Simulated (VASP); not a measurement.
A run of VASP 6.6.1:

The input INCAR:

```
PREC = Accurate ; ENCUT = 520
EDIFF = 1E-6 ; ISMEAR = 0
SIGMA = 0.01 ; LREAL = F
LASPH = T ; NELM = 60
ALGO = Normal ; ISIF = 2
LWAVE = F ; LCHARG = F
GGA = PE ; NBANDS = 16
```

File KPOINTS:

```
Automatic mesh
0
Gamma
  6 6 2
```

Contents of POSCAR:

```
AlN
1.0
    2.9994805655      0.0000000000      0.0000000000
   -1.4997402827      2.5976263678      0.0000000000
    0.0000000000      0.0000000000      4.8067744005
Al N
2 2
Direct
    0.3333333333      0.6666666667     -0.0007956040
    0.6666666667      0.3333333333      0.4992043960
    0.3333333333      0.6666666667      0.3807956040
    0.6666666667      0.3333333333      0.8807956040
```

Potentials or basis: VASP PAW PBE potentials, release 64 (Al, N).

Command:

```sh
$ cat potpaw_PBE.64/Al/POTCAR potpaw_PBE.64/N/POTCAR > POTCAR
$ mpirun -np 1 vasp_std > vasp.out
```

Hardware: 1 thread of AMD EPYC 7R13 (shared host).

Problem. How long does it take, and how much memory?

Solution. Wall time 19 s on 1 thread of AMD EPYC 7R13, on a shared host, peak memory 0.12 GiB. Counts: scf iterations 13, k points 14.
